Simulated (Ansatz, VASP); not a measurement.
# Sr in VASP and in Ansatz

```
CELL_PARAMETERS angstrom
0.00000 3.01162 3.01162
3.01162 0.00000 3.01162
3.01162 3.01162 0.00000
ATOMIC_POSITIONS crystal
Sr 0.00000 0.00000 0.00000
```

Change from the starting cell: volume scaled by 0.97.

Alike in both runs: task single point; functional PBE; k mesh 10 × 10 × 10; occupations fermi-dirac, width 0.08 eV; no spin polarisation.

|  | VASP | Ansatz |
| --- | --- | --- |
| version | VASP 6.6.1 | Ansatz 0.2.0 |
| potentials or method | VASP PAW PBE potentials, release 64 (Sr_sv), cutoff 520 eV | all-electron LAPW, scalar-relativistic |

```csv
,VASP,Ansatz,Ansatz less VASP
pressure (GPa),0.1,0.1,-0.01
```

Ansatz ran all-electron here, and VASP with PAW potentials.
